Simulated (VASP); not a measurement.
Here is a VASP 6.6.1 calculation.

The input INCAR:

```
SYSTEM = HfO2
PREC = Accurate
ENCUT = 520
EDIFF = 1E-7
ISMEAR = 0
SIGMA = 0.05
LREAL = .False.
LASPH = .True.
NELM = 80
ALGO = Normal
ISIF = 2
LWAVE = .False.
LCHARG = .False.
GGA = PE
NBANDS = 31
```

KPOINTS

```
regular mesh
0
Gamma
  6 6 4
  0 0 0
```

File POSCAR:

```
HfO2
1.0
    3.0636590664      0.0000000000      0.0000000000
    0.0000000000      3.6043047840      0.0000000000
    0.0000000000      0.0000000000      5.2639672632
Hf O
2 4
Direct
    0.5000000000      0.5000000000      0.5000000000
    0.0000000000      0.0000000000      0.0000000000
    0.0000000000      0.5000000000      0.6932520948
    0.5000000000      0.0000000000      0.8067479052
    0.5000000000      0.0000000000      0.3067479052
    0.0000000000      0.5000000000      0.1932520948
```

Potentials or basis: VASP PAW PBE potentials, release 64 (Hf_pv, O).

Run with:

```bash
$ cat potpaw_PBE.64/Hf_pv/POTCAR potpaw_PBE.64/O/POTCAR > POTCAR
$ mpirun -np 1 vasp_std > vasp.out
```

Question: Estimate the band gap on the k mesh.

Answer: 4.80 eV (least direct gap 4.97 eV).

Question: What does it give for the largest force?

Answer: 5.765 eV/Å.

Question: What does it give for the pressure?

Answer: 62.3 GPa.

Stress tensor (GPa, compression positive):
```
116.64   0.00   0.00
  0.00  32.48   0.00
  0.00   0.00  37.67
```

Caveat: the cell differs from its parent crystal (strain -0.1500 x Voigt [1, 0, 0, 0, 0, 0]); the cell stands under pressure; spin-orbit coupling is left out, which moves the levels of the heavy elements; forces of over 1 eV/Å act on the atoms, so gaps and moduli don't describe the material at rest. A k mesh can miss the band edges.
